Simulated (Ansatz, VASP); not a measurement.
**Zn in VASP and in Ansatz**

```
Zn
1.0
     2.63125    0.00000    0.00000
    -1.31563    2.27873    0.00000
     0.00000    0.00000   15.42491
Zn
6
Direct
  0.00000 0.00000 0.00000
  0.33333 0.66667 0.16583
  0.66667 0.33333 0.33417
  0.00000 0.00000 0.50000
  0.66667 0.33333 0.66583
  0.33333 0.66667 0.83417
```

Alike in both runs: functional PBE; k mesh 18 × 18 × 4; occupations gaussian, width 0.1 eV; no spin polarisation.

Ansatz relaxed the structure, and its values are those at the end. VASP's run is a single point on that final structure, the one shown.

```csv
,VASP,Ansatz
version,VASP 6.6.1,Ansatz 0.2.0
potentials or method,"VASP PAW PBE potentials, release 64 (Zn), cutoff 520 eV","scalar-relativistic, plane waves, PAW"
valence electrons in the cell,72,72
```

|  | VASP | Ansatz | Ansatz less VASP |
| --- | --- | --- | --- |
| gap on the k mesh at the Fermi level (eV) | none | none | - |
| pressure (GPa) | 0.3 | 0.0 | -0.33 |

A gap of «none» marks a metal or a gap that the smearing closes.
